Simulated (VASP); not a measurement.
Write the native input for VASP 6.6.1 that does the following.

```yaml
Task: single point
Functional: PBE
Potentials_or_basis: VASP PAW PBE potentials, release 64 (Sn_d, S)
Cutoff: 500 eV
k_mesh: 10 × 10 × 6
Occupations: fermi-dirac, width 0.01 eV
Spin: no spin polarisation
Dipole_correction: no
Further_INCAR_settings: ALGO = Normal; EDIFF = 1e-06; NBANDS = 20
```

The structure of SnS2 lies in POSCAR:

```
SnS2
1.0
    3.4903513316      0.0000000000      0.0000000000
   -1.7451756658      3.0227329213      0.0000000000
    0.0000000000      0.0000000000      5.4940000000
Sn S
1 2
Direct
    0.0000000000      0.0000000000      0.0000000000
    0.6666666667      0.3333333333      0.2639000000
    0.3333333333      0.6666666667      0.7361000000
```

This cell differs from its parent crystal: equal xx and yy strain of -3 %.

These files were run (other wordings do the same):

INCAR

```
PREC = Accurate ; ENCUT = 500
EDIFF = 1E-6 ; ISMEAR = -1
SIGMA = 0.01 ; LREAL = F
LASPH = T ; NELM = 120
ALGO = Normal ; ISIF = 2
LWAVE = F ; LCHARG = F
GGA = PE ; NBANDS = 20
GGA_COMPAT = F
```

KPOINTS

```
regular mesh
0
Gamma
  10 10 6
```

Potentials or basis: VASP PAW PBE potentials, release 64 (Sn_d, S).

The run is started by

```console
$ cat potpaw_PBE.64/Sn_d/POTCAR potpaw_PBE.64/S/POTCAR > POTCAR
$ mpirun -np 1 vasp_std > vasp.out
```

It gave:

```yaml
Pressure: 17.2 GPa
Largest_force: 0.979 eV/Å
Band_gap_on_the_k_mesh: 1.38 eV (least direct gap 2.25 eV)
```

Caveat: the cell differs from its parent crystal (equal xx and yy strain of -3 %); the cell stands under pressure; spin-orbit coupling is left out, which moves the levels of the heavy elements.

It took 72 s on 1 thread of Intel(R) Xeon(R) Platinum 8488C (Sapphire Rapids) (shared host), peak memory 0.21 GiB.
